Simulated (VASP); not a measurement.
Na3B: relaxation of cell and atoms with PBE

Na3B:

```
Na B
1.0
    -1.97571    1.97571    4.41327
     1.97571   -1.97571    4.41327
     1.97571    1.97571   -4.41327
Na B
3 1
Direct
  0.50000 0.50000 0.00000
  0.25000 0.75000 0.50000
  0.75000 0.25000 0.50000
  0.00000 0.00000 0.00000
```

| Item | Value |
| --- | --- |
| Program | VASP 6.6.1 |
| Task | relaxation of cell and atoms |
| Functional | PBE |
| Potentials or basis | VASP PAW PBE potentials, release 64 (Na_pv, B) |
| Cutoff | 600 eV |
| k mesh | 6 × 6 × 6 |
| Occupations | gaussian, width 0.1 eV |
| Spin | no spin polarisation |
| Dipole correction | no |
| Further INCAR settings | ALGO = Fast; EDIFF = 1e-06; IBRION = 2; EDIFFG = -0.04; NSW = 90; ISIF = 3 |

* Relaxed volume: 21.46 Å³/atom
* Relaxed cell: a = 5.345 Å, b = 5.345 Å, c = 5.345 Å, α = 130.68°, β = 130.68°, γ = 72.33°
* Space group after relaxing (to 0.05 Å): I4/mmm (No. 139)
* Energy gained by relaxing: 86.8 meV/atom
* Ionic steps: 8
* Pressure after relaxing: 0.0 GPa
* Band gap on the k mesh: zero (band 12 reaches 2.18 eV, above the bottom of band 13 at 0.52 eV)

Stress tensor (GPa, compression positive):
```
 0.10  0.00  0.00
 0.00  0.10  0.00
 0.00  0.00 -0.18
```

Step by step:
```csv
step,energy change (eV),largest force (eV/Å),pressure (GPa),volume (Å³)
1,0.0000,0.0000,6.40,68.91
2,-0.2171,0.0000,3.15,76.00
3,-0.3168,0.0000,0.18,85.65
4,-0.3182,0.0000,-0.14,87.02
5,-0.3182,0.0000,-0.20,87.41
6,-0.3249,0.0000,-0.21,87.24
7,-0.3360,0.0000,-0.13,86.83
8,-0.3471,0.0000,0.01,85.85
```

Final structure:
```
CELL_PARAMETERS angstrom
-2.23021 2.23021 4.31516
2.23021 -2.23021 4.31516
2.23021 2.23021 -4.31516
ATOMIC_POSITIONS crystal
Na 0.50000 0.50000 0.00000
Na 0.25000 0.75000 0.50000
Na 0.75000 0.25000 0.50000
B 0.00000 0.00000 0.00000
```

Levels at points of the mesh, in eV from the Fermi level:
```csv
k point,band 10,band 11,band 12,band 13,band 14,band 15
"(0.00, 0.00, 0.00)",-6.17,0.44,0.64,0.92,0.92,4.28
"(0.50, 0.00, 0.00)",-5.28,-2.17,-0.07,1.02,1.45,4.24
"(0.50, 0.50, 0.00)",-4.87,-1.34,-0.55,-0.16,1.10,2.70
"(0.50, 0.50, 0.50)",-5.48,-2.43,0.56,0.56,1.83,4.29
```

Wall time 4.2 min on 1 thread of Intel(R) Xeon(R) Platinum 8488C (Sapphire Rapids), with other jobs on the host, peak memory 0.27 GiB.

Caveat: the k points lie up to 0.33 Å⁻¹ apart in the final cell; the volume moved by over 15 % at a fixed basis, so the end points are rough.
